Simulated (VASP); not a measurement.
# SrAgI3 (P6/mmm) in VASP: a series of runs

SrAgI3 is run at these levels: PBE; tasks: relaxation of cell and atoms.

Everything below comes from runs of VASP 6.6.1. Logs are shortened: lines on timing, memory, paths and dates and some standing lists are left out, and cuts for length are marked.

### Step 1. The cell of the first run

It takes space group P6/mmm (No. 191, hexagonal). The conventional cell has a = 5.735 Å, b = 5.735 Å, c = 8.014 Å, α = 90.00°, β = 90.00°, γ = 120.00°. Sr (site symmetry 6/mmm) has 6 I at 2.87 Å within 3.8 Å. Within 5.3 Å of Ag (site symmetry 6/mmm) lie 2 Sr at 4.01 Å and 12 I at 4.93 Å. Within 3.8 Å of I (site symmetry mmm) lie 4 I at 2.87 Å and 2 Sr at 2.87 Å.

The cell was generated, and may not be a known phase.

### Step 2. Relaxation of cell and atoms, PBE

Input file INCAR:

```
SYSTEM = SrAgI3
ALGO = Normal ; EDIFF = 1E-7
EDIFFG = -0.04 ; ENCUT = 600
GGA = PE ; IBRION = 2
ISIF = 3 ; ISMEAR = 0
LASPH = .True. ; LCHARG = .False.
LREAL = .False. ; LWAVE = .False.
NELM = 80 ; NSW = 90
PREC = Accurate ; SIGMA = 0.1
```

Input file KPOINTS:

```
k-points
0
Gamma
  6 6 2
  0 0 0
```

Input file POSCAR:

```
SrAgI3
1.0
    5.7346691300      0.0000000000      0.0000000000
   -2.8673345700      4.9663691500      0.0000000000
    0.0000000000      0.0000000000      8.0143005000
Sr Ag I
1 1 3
Direct
    0.0000000000      0.0000000000      0.5000000000
    0.0000000000      0.0000000000      0.0000000000
    0.5000000000      0.0000000000      0.5000000000
    0.0000000000      0.5000000000      0.5000000000
    0.5000000000      0.5000000000      0.5000000000
```

Potentials or basis: VASP PAW PBE potentials, release 64 (Sr_sv, Ag, I).

Launch:

```sh
> cat potpaw_PBE.64/Sr_sv/POTCAR potpaw_PBE.64/Ag/POTCAR potpaw_PBE.64/I/POTCAR > POTCAR
> mpirun -np 1 vasp_std > vasp.out
```

OUTCAR:

```text
SYSTEM = SrAgI3
   EDIFF = 1E-7
   EDIFFG = -0.04
   ENCUT = 600
   GGA = PE
   IBRION = 2
   ISIF = 3
   ISMEAR = 0
   LASPH = .True.
   LREAL = .False.
   NELM = 80
   NSW = 90
   PREC = Accurate

 ion  position               nearest neighbor table
   1  0.000  0.000  0.500-   5 2.87   5 2.87   3 2.87   3 2.87   4 2.87   4 2.87   2 4.01   2 4.01

   2  0.000  0.000  0.000-   1 4.01   1 4.01
   3  0.500  0.000  0.500-   4 2.87   4 2.87   1 2.87   1 2.87   5 2.87   5 2.87
   4  0.000  0.500  0.500-   3 2.87   3 2.87   5 2.87   5 2.87   1 2.87   1 2.87
   5  0.500  0.500  0.500-   1 2.87   1 2.87   4 2.87   4 2.87   3 2.87   3 2.87

  LATTYP: Found a hexagonal cell.
 ALAT       =     5.7346691300
 C/A-ratio  =     1.3975175059

  Lattice vectors:

 A1 = (   5.7346691300,   0.0000000000,   0.0000000000)
 A2 = (  -2.8673345700,   4.9663691500,   0.0000000000)
 A3 = (   0.0000000000,   0.0000000000,   8.0143005000)

Analysis of symmetry for initial positions (statically):
=====================================================================
 Subroutine PRICEL returns:
 Original cell was already a primitive cell.

 Routine SETGRP: Setting up the symmetry group for a
 hexagonal supercell.

 Subroutine GETGRP returns: Found 24 space group operations
 (whereof 24 operations were pure point group operations)
 out of a pool of 24 trial point group operations.

The static configuration has the point symmetry D_6h.

Analysis of symmetry for dynamics (positions and initial velocities):
=====================================================================
 Subroutine PRICEL returns:
 Original cell was already a primitive cell.

 Routine SETGRP: Setting up the symmetry group for a
 hexagonal supercell.

 Subroutine GETGRP returns: Found 24 space group operations
 (whereof 24 operations were pure point group operations)
 out of a pool of 24 trial point group operations.

The dynamic configuration has the point symmetry D_6h.

 Subroutine INISYM returns: Found 24 space group operations
 (whereof 24 operations are pure point group operations),
 and found     1 'primitive' translations

----------------------------------------------------------------------------------------

                                     Primitive cell

  volume of cell :     228.2512

  direct lattice vectors                    reciprocal lattice vectors
     5.734669130  0.000000000  0.000000000     0.174377977  0.100677172  0.000000000
    -2.867334570  4.966369150  0.000000000     0.000000000  0.201354344  0.000000000
     0.000000000  0.000000000  8.014300500     0.000000000  0.000000000  0.124776953

  length of vectors
     5.734669130  5.734669133  8.014300500     0.201354344  0.201354344  0.124776953

  position of ions in fractional coordinates (direct lattice)
     0.000000000  0.000000000  0.500000000
     0.000000000  0.000000000  0.000000000
     0.500000000  0.000000000  0.500000000
     0.000000000  0.500000000  0.500000000
     0.500000000  0.500000000  0.500000000

  ion indices of the primitive-cell ions
   primitive index   ion index
                 1           1
                 2           2
                 3           3
                 4           4
                 5           5

----------------------------------------------------------------------------------------

 KPOINTS: k-points

Automatic generation of k-mesh.
 Grid dimensions read from file:
 generate k-points for:    6    6    2

 Generating k-lattice:

  Cartesian coordinates                     Fractional coordinates (reciprocal lattice)
     0.029062996  0.016779529  0.000000000     0.166666667 -0.000000000  0.000000000
     0.000000000  0.033559057  0.000000000     0.000000000  0.166666667  0.000000000
     0.000000000  0.000000000  0.062388477     0.000000000  0.000000000  0.500000000

  Length of vectors
     0.033559057  0.033559057  0.062388477

  Shift w.r.t. Gamma in fractional coordinates (k-lattice)
     0.000000000  0.000000000  0.000000000

 Subroutine IBZKPT returns following result:
 ===========================================

 Found     14 irreducible k-points:

 Following reciprocal coordinates:
            Coordinates               Weight
  0.000000  0.000000  0.000000      1.000000
  0.166667  0.000000  0.000000      6.000000
  0.333333 -0.000000  0.000000      6.000000
  0.500000  0.000000  0.000000      3.000000
  0.166667  0.166667  0.000000      6.000000
  0.333333  0.166667  0.000000     12.000000
  0.333333  0.333333  0.000000      2.000000
  0.000000  0.000000  0.500000      1.000000
  0.166667  0.000000  0.500000      6.000000
  0.333333 -0.000000  0.500000      6.000000
  0.500000  0.000000  0.500000      3.000000
  0.166667  0.166667  0.500000      6.000000
  0.333333  0.166667  0.500000     12.000000
  0.333333  0.333333  0.500000      2.000000
   k-points           NKPTS =     14   k-points in BZ     NKDIM =     14   number of bands    NBANDS=     25
   number of dos      NEDOS =    301   number of ions     NIONS =      5
   total plane-waves  NPLWV = 147456
   dimension x,y,z NGX =    48 NGY =   48 NGZ =   64
   dimension x,y,z NGXF=    96 NGYF=   96 NGZF=  128
   ions per type =               1   1   3
   NGX,Y,Z   is equivalent  to a cutoff of  13.92, 13.92, 13.28 a.u.
   NGXF,Y,Z  is equivalent  to a cutoff of  27.83, 27.83, 26.55 a.u.
 SYSTEM =  SrAgI3
   PREC   = accura    normal or accurate (medium, high low for compatibility)
   ISTART =      0    job   : 0-new  1-cont  2-samecut
   ICHARG =      2    charge: 1-file 2-atom 10-const
   ISPIN  =      1    spin polarized calculation?
   LNONCOLLINEAR =      F non collinear calculations
   LSORBIT =      F    spin-orbit coupling
   LASPH  =      T    aspherical Exc in radial PAW
   ENCUT  =  600.0 eV  44.10 Ry    6.64 a.u.  11.45 11.45 16.01*2*pi/ulx,y,z
   NELM   =     80;   NELMIN=  2; NELMDL= -5     # of ELM steps
   EDIFF  = 0.1E-06   stopping-criterion for ELM
   LREAL  =      F    real-space projection
   EDIFFG = -.4E-01   stopping-criterion for IOM
   NSW    =     90    number of steps for IOM
   IBRION =      2    ionic relax: 0-MD 1-quasi-New 2-CG
   NFREE  =      1    steps in history (QN), initial steepest desc. (CG)
   ISIF   =      3    stress and relaxation
   ISYM   =      2    0-nonsym 1-usesym 2-fastsym
   POTIM  = 0.5000    time-step for ionic-motion
   TEBEG  =    0.0;   TEEND  =   0.0 temperature during run
   PSTRESS=    0.0 pullay stress
   NELECT =      42.0000    total number of electrons
   NUPDOWN=      -1.0000    fix difference up-down
   EMIN   =  10.00;   EMAX   =-10.00  energy-range for DOS
   EFERMI =   0.00;   METHOD = LEGACY
   ISMEAR =     0;   SIGMA  =   0.10  broadening in eV -4-tet -1-fermi 0-gaus
   EFERMI_NEDOS =   21; number of points for ismear=-14 and -15
   IALGO  =     38    algorithm
   IMIX   =      4    mixing-type and parameters
     AMIX     =   0.40;   BMIX     =  1.00
     AMIX_MAG =   1.60;   BMIX_MAG =  1.00
  volume/ion in A,a.u.               =      45.65       308.06
  Fermi-wavevector in a.u.,A,eV,Ry     =   0.931151  1.759621 11.796833  0.867043
  Thomas-Fermi vector in A             =   2.057615
   LORBIT       =      0    0 simple, 1 ext, 2 COOP (PROOUT), +10 PAW based schemes
   GGA     = PE    functional components
   LHFCALC =     F    Hartree Fock is set to
   AEXX    =    0.0000 exact exchange contribution
   IVDW    =     0    specifies the selected vdW correction
   LEPSILON=     F    determine dielectric tensor
   LRPA    =     F    only Hartree local field effects (RPA)
 conjugate gradient relaxation of ions
 non-spin polarized calculation
 Gauss-broadening in eV      SIGMA  =   0.10
  energy-cutoff  :      600.00
  volume of cell :      228.25
 maximum number of plane-waves:      7641
 NGX is ok and might be reduce to    48
   NGX = 23   NGY = 23   NGZ = 33

--------------------------------------- Ionic step        1  -------------------------------------------

 number of electron      42.0000000 magnetization

 Free energy of the ion-electron system (eV)
  ---------------------------------------------------
  ext. energy  EPLUGINS =         0.00000000
  ---------------------------------------------------
  free energy    TOTEN  =        -4.07080386 eV

  energy without entropy =       -4.04663252  energy(sigma->0) =       -4.05871819

------------------------ aborting loop because EDIFF is reached ----------------------------------------

  FORCE on cell =-STRESS in cart. coord.  units (eV):
  Direction    XX          YY          ZZ          XY          YZ          ZX
  --------------------------------------------------------------------------------------
  -------------------------------------------------------------------------------------
  Total       36.2760949     36.2760949     -2.9895749     -0.0000000     -0.0000000     -0.0000000
  in kB      254.6350162    254.6350163    -20.9849060     -0.0000003     -0.0000000     -0.0000000
  external PRESSURE =     162.7617088 kB  Pullay stress =       0.0000000 kB
[... 98 lines left out ...]
  FREE ENERGIE OF THE ION-ELECTRON SYSTEM (eV)
  ---------------------------------------------------
  free  energy   TOTEN  =        -9.7813283952 eV

  energy  without entropy=       -9.7411206901  energy(sigma->0) =       -9.76122454

 E-fermi :  -0.1208     XC(G=0):  -5.8973

 val. band max:       -0.1529257714   @ k =   0.1667   0.0000   0.0000
 cond. band min:      -0.1044833455   @ k =   0.5000   0.0000   0.5000
 fundamental gap:      0.0484424259
 Fermi energy:        -0.1207995101

 k-point     1 :       0.0000    0.0000    0.0000
  band No.  band energies     occupation
      1     -36.5311      2.00000
      2     -18.5333      2.00000
      3     -18.4509      2.00000
      4     -18.4509      2.00000
      5     -13.1270      2.00000
      6     -11.9593      2.00000
[... 381 lines left out ...]
     24       3.1365      0.00000
     25       3.1365      0.00000

[... ionic steps 4 to 9 ...]

--------------------------------------- Ionic step       10  -------------------------------------------

 number of electron      41.9999999 magnetization

------------------------ aborting loop because EDIFF is reached ----------------------------------------

  FORCE on cell =-STRESS in cart. coord.  units (eV):
  Direction    XX          YY          ZZ          XY          YZ          ZX
  --------------------------------------------------------------------------------------
  -------------------------------------------------------------------------------------
  Total        0.2627232      0.2627232     -0.0648946     -0.0000000     -0.0000000      0.0000000
  in kB        1.5371130      1.5371130     -0.3796786     -0.0000000     -0.0000000      0.0000000
  external PRESSURE =       0.8981825 kB  Pullay stress =       0.0000000 kB
[... 63 lines left out ...]
  energy  without entropy=      -10.0198183450  energy(sigma->0) =      -10.04164997

--------------------------------------- Ionic step       12  -------------------------------------------

 number of electron      41.9999998 magnetization

 Free energy of the ion-electron system (eV)
  ---------------------------------------------------
  ext. energy  EPLUGINS =         0.00000000
  ---------------------------------------------------
  free energy    TOTEN  =       -10.06442440 eV

  energy without entropy =      -10.02096032  energy(sigma->0) =      -10.04269236

 E-fermi :   0.5920     XC(G=0):  -6.5666

 val. band max:        0.5902827013   @ k =   0.3333  -0.0000   0.5000
 cond. band min:       0.6128847701   @ k =   0.1667   0.1667   0.5000
 fundamental gap:      0.0226020689
 Fermi energy:         0.5920404465

 k-point     1 :       0.0000    0.0000    0.0000
  band No.  band energies     occupation
      1     -35.4112      2.00000
      2     -17.4205      2.00000
      3     -17.3654      2.00000
      4     -17.3654      2.00000
      5     -12.3616      2.00000
      6     -11.2039      2.00000
[... 413 lines left out ...]
  FREE ENERGIE OF THE ION-ELECTRON SYSTEM (eV)
  ---------------------------------------------------
  free  energy   TOTEN  =       -10.0644243951 eV

  energy  without entropy=      -10.0209603232  energy(sigma->0) =      -10.04269236

 reached required accuracy - stopping structural energy minimisation
```

Run time: 11 min. Hardware: 1 thread of Intel Xeon 6975P-C (Granite Rapids), shared host; peak memory 0.49 GiB.

Results:

- Free energy: -10.0644 eV
- Relaxed volume: 55.09 Å³/atom
- Relaxed cell: a = 6.991 Å, b = 6.991 Å, c = 6.508 Å, α = 90.00°, β = 90.00°, γ = 120.00°
- Space group after relaxing (to 0.1 Å): P6/mmm (No. 191)
- Energy gained by relaxing: 1198.7 meV/atom
- Ionic steps: 12
- Pressure after relaxing: 0.0 GPa
- Band gap on the k mesh: zero (bands 21 and 22 overlap by 0.98 eV)

Step by step:
```tsv
step	energy change (eV)	largest force (eV/Å)	pressure (GPa)	volume (Å³)
1	0.0000	0.0000	16.28	228.25
2	-5.0826	0.0000	-1.78	404.00
3	-5.7105	0.0000	0.06	325.59
4	-5.7241	0.0000	-0.55	339.61
5	-5.7291	0.0000	-0.36	334.84
6	-5.7281	0.0000	-0.26	332.53
7	-5.7640	0.0000	-0.26	326.46
8	-5.8695	0.0000	-0.23	308.29
9	-5.9927	0.0000	0.12	272.09
10	-5.9928	0.0000	0.09	273.84
11	-5.9927	0.0000	-0.12	277.23
12	-5.9936	0.0000	-0.01	275.47
```

Final structure:
```cif
data_structure
_symmetry_space_group_name_H-M 'P 1'
_symmetry_Int_Tables_number 1
_cell_length_a 6.9910
_cell_length_b 6.9910
_cell_length_c 6.5082
_cell_angle_alpha 90.000
_cell_angle_beta 90.000
_cell_angle_gamma 120.000
_cell_volume 275.47
loop_
_atom_site_label
_atom_site_type_symbol
_atom_site_fract_x
_atom_site_fract_y
_atom_site_fract_z
_atom_site_occupancy
Sr1 Sr 0.00000 0.00000 0.50000 1
Ag1 Ag 0.00000 0.00000 0.00000 1
I1 I 0.50000 0.00000 0.50000 1
I2 I 0.00000 0.50000 0.50000 1
I3 I 0.50000 0.50000 0.50000 1
```

Levels at points of the mesh, in eV from the Fermi level:
| k point | band 18 | band 19 | band 20 | band 21 | band 22 | band 23 | band 24 | band 25 |
| --- | --- | --- | --- | --- | --- | --- | --- | --- |
| (0.00, 0.00, 0.00) | -1.34 | -0.84 | -0.59 | 0.48 | 0.48 | 2.81 | 3.29 | 3.29 |
| (0.50, 0.00, 0.00) | -2.05 | -1.86 | -1.38 | -0.53 | 0.21 | 3.11 | 3.35 | 3.59 |
| (0.00, 0.00, 0.50) | -1.38 | -0.59 | 0.13 | 0.49 | 0.49 | 1.24 | 2.41 | 2.41 |
| (0.50, 0.00, 0.50) | -2.05 | -1.99 | -1.46 | -0.03 | 0.21 | 1.73 | 2.82 | 3.29 |

Caveat: the k points lie up to 0.48 Å⁻¹ apart in the final cell, too coarse for converged energies and pressures of a metal; the volume moved by over 15 % at a fixed basis, so the end points are rough; spin-orbit coupling is left out, which moves the levels of the heavy elements.

### Step 3. Relaxation of cell and atoms, PBE

This run uses another cell than the first one, of 54.00 Å³/atom.

Input file INCAR:

```
PREC = Accurate
ENCUT = 600
EDIFF = 1E-7
ISMEAR = 0
SIGMA = 0.1
LREAL = F
LASPH = T
NELM = 80
ALGO = Normal
ISIF = 3
LWAVE = F
LCHARG = F
GGA = PE
IBRION = 2
NSW = 100
EDIFFG = -0.01
```

Input file KPOINTS:

```
regular mesh
0
Gamma
  6 6 6
```

POSCAR, as its differences from that of step 2:

```diff
@@ -2,5 +2,5 @@
 1.0
-    5.7346691300      0.0000000000      0.0000000000
-   -2.8673345700      4.9663691500      0.0000000000
-    0.0000000000      0.0000000000      8.0143005000
+    6.9536729924      0.0000000000      0.0000000000
+   -3.4768364962      6.0220574611      0.0000000000
+    0.0000000000      0.0000000000      6.4471114602
 Sr Ag I
```

Potentials or basis: VASP PAW PBE potentials, release 64 (Sr_sv, Ag, I).

Launch:

```sh
> cat potpaw_PBE.64/Sr_sv/POTCAR potpaw_PBE.64/Ag/POTCAR potpaw_PBE.64/I/POTCAR > POTCAR
> mpirun -np 1 vasp_std > vasp.out
```

Wall time 8.4 min (1 thread of Intel Xeon 6975P-C (Granite Rapids), shared host); peak memory 0.63 GiB.

The run converged. Its results:

```
Free energy                           : -10.1005 eV
Relaxed volume                        : 53.91 Å³/atom
Relaxed cell                          : a = 6.985 Å, b = 6.985 Å, c = 6.380 Å, α = 90.00°, β = 90.00°, γ = 120.00°
Space group after relaxing (to 0.1 Å) : P6/mmm (No. 191)
Energy gained by relaxing             : 0.6 meV/atom
Ionic steps                           : 5
Pressure after relaxing               : 0.0 GPa
Band gap on the k mesh                : zero (bands 21 and 22 overlap by 0.89 eV)
```

The path:
```csv
step,energy change (eV),largest force (eV/Å),pressure (GPa),volume (Å³)
1,0.0000,0.0000,0.11,269.98
2,-0.0021,0.0000,-0.01,271.37
3,-0.0023,0.0000,-0.05,271.90
4,-0.0026,0.0000,-0.04,271.32
5,-0.0028,0.0000,0.01,269.56
```

Final structure:
```yaml
crystal:
  lattice:
    - [6.98479, 0.00000, 0.00000]
    - [-3.49239, 6.04901, 0.00000]
    - [0.00000, 0.00000, 6.37998]
  atoms:
    - { symbol: Sr, position: [0.00000, 0.00000, 0.50000] }
    - { symbol: Ag, position: [0.00000, 0.00000, 0.00000] }
    - { symbol: I, position: [0.50000, 0.00000, 0.50000] }
    - { symbol: I, position: [0.00000, 0.50000, 0.50000] }
    - { symbol: I, position: [0.50000, 0.50000, 0.50000] }
```

Levels at points of the mesh, in eV from the Fermi level:
```tsv
k point	band 17	band 18	band 19	band 20	band 21	band 22	band 23	band 24	band 25
(0.00, 0.00, 0.00)	-1.31	-1.31	-0.73	-0.56	0.50	0.50	2.94	3.47	3.47
(0.50, 0.00, 0.00)	-2.18	-2.05	-1.82	-1.34	-0.41	0.23	3.20	3.57	3.72
(0.00, 0.00, 0.50)	-1.35	-1.35	-0.56	0.30	0.50	0.50	1.39	2.48	2.48
(0.50, 0.00, 0.50)	-2.35	-2.05	-1.96	-1.44	0.12	0.23	1.89	2.91	3.39
```

Caveat: spin-orbit coupling is left out, which moves the levels of the heavy elements.

The gap in the log of VASP goes by the Fermi energy; the results here count the filled bands.